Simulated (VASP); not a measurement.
# GaSb (F-43m) in VASP: single point with PBE0+D4

Aim: the single point of GaSb with PBE0+D4.

All numbers are computed with VASP 6.6.1; they aren't measurements. Logs are shortened: lines on timing, memory, paths and dates and some standing lists are left out, and cuts for length are marked.

### Step 1. The cell of the first run

Symmetry: F-43m, No. 216, cubic system. The conventional cell has a = 6.118 Å, b = 6.118 Å, c = 6.118 Å, α = 90.00°, β = 90.00°, γ = 90.00°. Sb (site symmetry -43m) has 4 Ga at 2.65 Å within 3.5 Å. Within 3.5 Å of Ga (site symmetry -43m) lie 4 Sb at 2.65 Å.

### Step 2. Single point, PBE0+D4

The input, POSCAR:

```
GaSb
1.0
    0.0000000000      3.0590000000      3.0590000000
    3.0590000000      0.0000000000      3.0590000000
    3.0590000000      3.0590000000      0.0000000000
Sb Ga
1 1
Direct
    0.2500000000      0.2500000000      0.2500000000
    0.0000000000      0.0000000000      0.0000000000
```

The input, INCAR.step1:

```
SYSTEM = GaSb
PREC = Accurate
ENCUT = 520
EDIFF = 1E-5
ISMEAR = 0
SIGMA = 0.02
LREAL = .FALSE.
LASPH = .TRUE.
NELM = 60
ALGO = Normal
ISIF = 2
LWAVE = .TRUE.
NBANDS = 16
GGA = PE
```

The input, INCAR.step2:

```
SYSTEM = GaSb
PREC = Accurate
ENCUT = 520
EDIFF = 1E-6
ISMEAR = 0
SIGMA = 0.02
LREAL = .FALSE.
LASPH = .TRUE.
NELM = 60
ALGO = Normal
ISIF = 2
LWAVE = .FALSE.
LCHARG = .TRUE.
GGA = PE
LHFCALC = .TRUE.
AEXX = 0.25
PRECFOCK = Normal
IVDW = 13
LELF = .TRUE.
LVHAR = .TRUE.
NBANDS = 16
ISTART = 1
```

The input, KPOINTS:

```
regular mesh
0
G
  4 4 4
  0 0 0
```

Potentials or basis: VASP PAW PBE potentials, release 64 (Sb, Ga_d).

Started as:

```sh
cat potpaw_PBE.64/Sb/POTCAR potpaw_PBE.64/Ga_d/POTCAR > POTCAR
cp INCAR.step1 INCAR
mpirun -np 1 vasp_std > vasp.out
cp INCAR.step2 INCAR
mpirun -np 1 vasp_std > vasp.out
```

OUTCAR:

```text
SYSTEM = GaSb
   PREC = Accurate
   ENCUT = 520
   EDIFF = 1E-6
   ISMEAR = 0
   LREAL = .FALSE.
   LASPH = .TRUE.
   NELM = 60
   ISIF = 2
   GGA = PE
   LHFCALC = .TRUE.
   AEXX = 0.25
   PRECFOCK = Normal
   IVDW = 13
   ISTART = 1

 ion  position               nearest neighbor table
   1  0.250  0.250  0.250-   2 2.65   2 2.65   2 2.65   2 2.65
   2  0.000  0.000  0.000-   1 2.65   1 2.65   1 2.65   1 2.65

  LATTYP: Found a face centered cubic cell.
 ALAT       =     6.1180000000

  Lattice vectors:

 A1 = (   0.0000000000,   3.0590000000,   3.0590000000)
 A2 = (   3.0590000000,   0.0000000000,   3.0590000000)
 A3 = (   3.0590000000,   3.0590000000,   0.0000000000)

Analysis of symmetry for initial positions (statically):
=====================================================================
 Subroutine PRICEL returns:
 Original cell was already a primitive cell.

 Routine SETGRP: Setting up the symmetry group for a
 face centered cubic supercell.

 Subroutine GETGRP returns: Found 24 space group operations
 (whereof 24 operations were pure point group operations)
 out of a pool of 48 trial point group operations.

The static configuration has the point symmetry T_d .

Analysis of symmetry for dynamics (positions and initial velocities):
=====================================================================
 Subroutine PRICEL returns:
 Original cell was already a primitive cell.

 Routine SETGRP: Setting up the symmetry group for a
 face centered cubic supercell.

 Subroutine GETGRP returns: Found 24 space group operations
 (whereof 24 operations were pure point group operations)
 out of a pool of 48 trial point group operations.

The dynamic configuration has the point symmetry T_d .

 Subroutine INISYM returns: Found 24 space group operations
 (whereof 24 operations are pure point group operations),
 and found     1 'primitive' translations

----------------------------------------------------------------------------------------

                                     Primitive cell

  volume of cell :      57.2491

  direct lattice vectors                    reciprocal lattice vectors
     0.000000000  3.059000000  3.059000000    -0.163452109  0.163452109  0.163452109
     3.059000000  0.000000000  3.059000000     0.163452109 -0.163452109  0.163452109
     3.059000000  3.059000000  0.000000000     0.163452109  0.163452109 -0.163452109

  length of vectors
     4.326079287  4.326079287  4.326079287     0.283107357  0.283107357  0.283107357

  position of ions in fractional coordinates (direct lattice)
     0.250000000  0.250000000  0.250000000
     0.000000000  0.000000000  0.000000000

  ion indices of the primitive-cell ions
   primitive index   ion index
                 1           1
                 2           2

----------------------------------------------------------------------------------------

 KPOINTS: regular mesh

Automatic generation of k-mesh.
 Grid dimensions read from file:
 generate k-points for:    4    4    4

 Generating k-lattice:

  Cartesian coordinates                     Fractional coordinates (reciprocal lattice)
    -0.040863027  0.040863027  0.040863027     0.250000000  0.000000000  0.000000000
     0.040863027 -0.040863027  0.040863027     0.000000000  0.250000000  0.000000000
     0.040863027  0.040863027 -0.040863027     0.000000000  0.000000000  0.250000000

  Length of vectors
     0.070776839  0.070776839  0.070776839

  Shift w.r.t. Gamma in fractional coordinates (k-lattice)
     0.000000000  0.000000000  0.000000000

 Subroutine IBZKPT returns following result:
 ===========================================

 Found      8 irreducible k-points:

 Following reciprocal coordinates:
            Coordinates               Weight
  0.000000  0.000000  0.000000      1.000000
  0.250000  0.000000  0.000000      8.000000
  0.500000  0.000000  0.000000      4.000000
  0.250000  0.250000  0.000000      6.000000
  0.500000  0.250000  0.000000     24.000000
 -0.250000  0.250000  0.000000     12.000000
  0.500000  0.500000  0.000000      3.000000
 -0.250000  0.500000  0.250000      6.000000
   k-points           NKPTS =      8   k-points in BZ     NKDIM =     64   number of bands    NBANDS=     16
   number of dos      NEDOS =    301   number of ions     NIONS =      2
   total plane-waves  NPLWV =  32768
   dimension x,y,z NGX =    32 NGY =   32 NGZ =   32
   dimension x,y,z NGXF=    64 NGYF=   64 NGZF=   64
   ions per type =               1   1
   NGX,Y,Z   is equivalent  to a cutoff of  12.30, 12.30, 12.30 a.u.
   NGXF,Y,Z  is equivalent  to a cutoff of  24.59, 24.59, 24.59 a.u.
 SYSTEM =  GaSb
   PREC   = accura    normal or accurate (medium, high low for compatibility)
   ISTART =      1    job   : 0-new  1-cont  2-samecut
   ICHARG =      0    charge: 1-file 2-atom 10-const
   ISPIN  =      1    spin polarized calculation?
   LNONCOLLINEAR =      F non collinear calculations
   LSORBIT =      F    spin-orbit coupling
   LASPH  =      T    aspherical Exc in radial PAW
   ENCUT  =  520.0 eV  38.22 Ry    6.18 a.u.   8.04  8.04  8.04*2*pi/ulx,y,z
   NELM   =     60;   NELMIN=  2; NELMDL=  0     # of ELM steps
   EDIFF  = 0.1E-05   stopping-criterion for ELM
   LREAL  =      F    real-space projection
   EDIFFG = 0.1E-04   stopping-criterion for IOM
   NSW    =      0    number of steps for IOM
   IBRION =     -1    ionic relax: 0-MD 1-quasi-New 2-CG
   NFREE  =      0    steps in history (QN), initial steepest desc. (CG)
   ISIF   =      2    stress and relaxation
   ISYM   =      3    0-nonsym 1-usesym 2-fastsym
   POTIM  = 0.5000    time-step for ionic-motion
   TEBEG  =    0.0;   TEEND  =   0.0 temperature during run
   PSTRESS=    0.0 pullay stress
   NELECT =      18.0000    total number of electrons
   NUPDOWN=      -1.0000    fix difference up-down
   EMIN   =  10.00;   EMAX   =-10.00  energy-range for DOS
   EFERMI =   0.00;   METHOD = LEGACY
   ISMEAR =     0;   SIGMA  =   0.02  broadening in eV -4-tet -1-fermi 0-gaus
   EFERMI_NEDOS =   21; number of points for ismear=-14 and -15
   IALGO  =     38    algorithm
   IMIX   =      1    mixing-type and parameters
     AMIX     =   0.40;   BMIX     =  1.00
     AMIX_MAG =   1.60;   BMIX_MAG =  1.00
  volume/ion in A,a.u.               =      28.62       193.17
  Fermi-wavevector in a.u.,A,eV,Ry     =   1.113208  2.103657 16.860766  1.239231
  Thomas-Fermi vector in A             =   2.249790
   LORBIT       =      0    0 simple, 1 ext, 2 COOP (PROOUT), +10 PAW based schemes
   GGA     = PE    functional components
   LHFCALC =     T    Hartree Fock is set to
   PRECFOCK=normal    Normal, Fast or Accurate (Low or Medium for compatibility)
   ENCUT4O =  -1.0   cutoff for four orbital integrals eV
   NKREDX  =     1    reduce k-point grid by
   NKREDY  =     1    reduce k-point grid by
   NKREDZ  =     1    reduce k-point grid by
   AEXX    =    0.2500 exact exchange contribution
   HFSCREEN=    0.0000 screening length (either q_TF or 0.3 A-1)
   HFSCREENC=   0.0000 screening length for correlation (either q_TF or 0.3 A-1)
   ENCUTFOCK=  -1.0 apply spherical cutoff to Coloumb kernel
   IVDW    =    13    specifies the selected vdW correction
   LEPSILON=     F    determine dielectric tensor
   LRPA    =     F    only Hartree local field effects (RPA)
 non-spin polarized calculation
 Gauss-broadening in eV      SIGMA  =   0.02
  energy-cutoff  :      520.00
  volume of cell :       57.25
 maximum number of plane-waves:      1572
  NGX = 28; NGY = 28; NGZ = 28

 number of electron      17.9999986 magnetization

 Free energy of the ion-electron system (eV)
  ---------------------------------------------------
  ext. energy  EPLUGINS =         0.00000000
  ---------------------------------------------------
  free energy    TOTEN  =        -9.69896211 eV

  energy without entropy =       -9.69896211  energy(sigma->0) =       -9.69896211

 E-fermi :   4.2773     XC(G=0):  -7.1812

 val. band max:        4.1184043904   @ k =   0.0000   0.0000   0.0000
 cond. band min:       5.7164390023   @ k =   0.0000   0.0000   0.0000
 fundamental gap:      1.5980346119
 Fermi energy:         4.2772995980

 k-point     1 :       0.0000    0.0000    0.0000
  band No.  band energies     occupation
      1     -13.5982      2.00000
      2     -13.5982      2.00000
      3     -13.5982      2.00000
      4     -13.5465      2.00000
      5     -13.5465      2.00000
      6      -8.4856      2.00000
      7       4.1184      2.00000
      8       4.1184      2.00000
      9       4.1184      2.00000
     10       5.7164      0.00000
     11       8.3260      0.00000
     12       8.3260      0.00000
     13       8.3260      0.00000
     14      11.5087      0.00000
     15      14.3143      0.00000
     16      14.3143      0.00000

 k-point     2 :       0.2500    0.0000    0.0000
  band No.  band energies     occupation
      1     -13.6070      2.00000
      2     -13.5928      2.00000
      3     -13.5928      2.00000
      4     -13.5470      2.00000
      5     -13.5470      2.00000
      6      -7.8073      2.00000
      7      -0.1581      2.00000
      8       3.3727      2.00000
      9       3.3727      2.00000
     10       6.3539      0.00000
     11       9.2442      0.00000
     12       9.2442      0.00000
     13      10.9546      0.00000
     14      12.9249      0.00000
     15      13.2704      0.00000
     16      13.2704      0.00000

 k-point     3 :       0.5000    0.0000    0.0000
  band No.  band energies     occupation
      1     -13.6159      2.00000
      2     -13.5882      2.00000
      3     -13.5882      2.00000
      4     -13.5467      2.00000
      5     -13.5467      2.00000
      6      -6.6788      2.00000
      7      -2.8430      2.00000
      8       2.8645      2.00000
      9       2.8646      2.00000
     10       5.9136      0.00000
     11       9.3340      0.00000
     12       9.3340      0.00000
     13      12.1496      0.00000
     14      15.2738      0.00000
     15      15.8316      0.00000
     16      15.8316      0.00000

 k-point     4 :       0.2500    0.2500    0.0000
  band No.  band energies     occupation
      1     -13.6155      2.00000
      2     -13.5872      2.00000
      3     -13.5872      2.00000
      4     -13.5510      2.00000
      5     -13.5449      2.00000
      6      -7.5641      2.00000
      7      -0.1488      2.00000
      8       2.3261      2.00000
      9       2.3261      2.00000
     10       6.7019      0.00000
     11       8.3003      0.00000
     12      11.2601      0.00000
     13      11.2602      0.00000
     14      12.2222      0.00000
     15      14.9672      0.00000
     16      15.1733      0.00000

 k-point     5 :       0.5000    0.2500    0.0000
  band No.  band energies     occupation
      1     -13.6226      2.00000
      2     -13.5830      2.00000
      3     -13.5818      2.00000
      4     -13.5516      2.00000
      5     -13.5453      2.00000
      6      -6.3421      2.00000
      7      -2.5844      2.00000
      8       0.7997      2.00000
      9       1.9547      2.00000
     10       7.0710      0.00000
     11       9.6246      0.00000
     12      10.8311      0.00000
     13      11.5838      0.00000
     14      14.9681      0.00000
     15      15.9647      0.00000
     16      16.3735      0.00000

 k-point     6 :      -0.2500    0.2500    0.0000
  band No.  band energies     occupation
      1     -13.6168      2.00000
      2     -13.5867      2.00000
      3     -13.5859      2.00000
      4     -13.5481      2.00000
      5     -13.5475      2.00000
      6      -6.8173      2.00000
      7      -1.8541      2.00000
      8       0.6715      2.00000
      9       2.8007      2.00000
     10       7.5666      0.00000
     11      10.3112      0.00000
     12      10.3682      0.00000
     13      10.7606      0.00000
     14      12.6865      0.00000
     15      14.4914      0.00000
     16      16.5208      0.00000

 k-point     7 :       0.5000    0.5000    0.0000
  band No.  band energies     occupation
      1     -13.6312      2.00000
      2     -13.5759      2.00000
      3     -13.5759      2.00000
      4     -13.5568      2.00000
      5     -13.5432      2.00000
      6      -5.7408      2.00000
      7      -3.3233      2.00000
      8       1.3028      2.00000
      9       1.3028      2.00000
     10       6.3299      0.00000
     11       6.6552      0.00000
     12      14.7906      0.00000
     13      14.7906      0.00000
     14      16.1252      0.00000
     15      16.9268      0.00000
     16      17.1383      0.00000

 k-point     8 :      -0.2500    0.5000    0.2500
  band No.  band energies     occupation
      1     -13.6251      2.00000
      2     -13.5828      2.00000
      3     -13.5771      2.00000
      4     -13.5520      2.00000
      5     -13.5463      2.00000
      6      -5.6926      2.00000
      7      -3.1652      2.00000
      8       0.4785      2.00000
      9       0.7373      2.00000
     10       9.4106      0.00000
     11       9.8440      0.00000
     12      10.1615      0.00000
     13      10.3463      0.00000
     14      15.9797      0.00000
     15      16.0025      0.00000
     16      17.3814      0.00000

------------------------ aborting loop because EDIFF is reached ----------------------------------------

  DFT-D4 for vdW energy calculation

  Edisp (eV):   -0.81738

  FORCE on cell =-STRESS in cart. coord.  units (eV):
  Direction    XX          YY          ZZ          XY          YZ          ZX
  --------------------------------------------------------------------------------------
  -------------------------------------------------------------------------------------
  Total      -0.82073    -0.82073    -0.82073     0.00000     0.00000     0.00000
  in kB     -22.96894   -22.96894   -22.96894     0.00000     0.00000     0.00000
  external pressure =      -22.97 kB  Pullay stress =        0.00 kB

 VOLUME and BASIS-vectors are now :
 -----------------------------------------------------------------------------
  energy-cutoff  :      520.00
  volume of cell :       57.25
      direct lattice vectors                 reciprocal lattice vectors
     0.000000000  3.059000000  3.059000000    -0.163452109  0.163452109  0.163452109
     3.059000000  0.000000000  3.059000000     0.163452109 -0.163452109  0.163452109
     3.059000000  3.059000000  0.000000000     0.163452109  0.163452109 -0.163452109

 POSITION                                       TOTAL-FORCE (eV/Angst)
 -----------------------------------------------------------------------------------
      1.52950      1.52950      1.52950        -0.000000     -0.000000      0.000000
      0.00000      0.00000      0.00000         0.000000      0.000000     -0.000000
 -----------------------------------------------------------------------------------
    total drift:                               -0.000037     -0.000074     -0.000040

  FREE ENERGIE OF THE ION-ELECTRON SYSTEM (eV)
  ---------------------------------------------------
  free  energy   TOTEN  =       -10.5163427744 eV

  energy  without entropy=      -10.5163427744  energy(sigma->0) =      -10.51634277
```

It used 1900 s of CPU time on 1 thread of AMD EPYC 7R13 Processor (Zen 3), on a shared host.

What came out:

* Free energy: -10.5163 eV
* Pressure: -2.3 GPa
* Band gap on the k mesh: 1.60 eV, direct
* Dispersion energy per atom: -0.409 eV

Levels at points of the mesh, in eV from the valence-band top:
```
           k point  band 6  band 7  band 8  band 9  band 10  band 11  band 12  band 13
(0.00, 0.00, 0.00)  -12.60    0.00    0.00    0.00     1.60     4.21     4.21     4.21
(0.50, 0.00, 0.00)  -10.80   -6.96   -1.25   -1.25     1.80     5.22     5.22     8.03
(0.50, 0.50, 0.00)   -9.86   -7.44   -2.82   -2.82     2.21     2.54    10.67    10.67
```

Caveat: the k points lie up to 0.44 Å⁻¹ apart; the PAW data sets were made with another functional, which shifts forces and pressure a little; spin-orbit coupling is left out, which moves the levels of the heavy elements. A k mesh can miss the band edges.
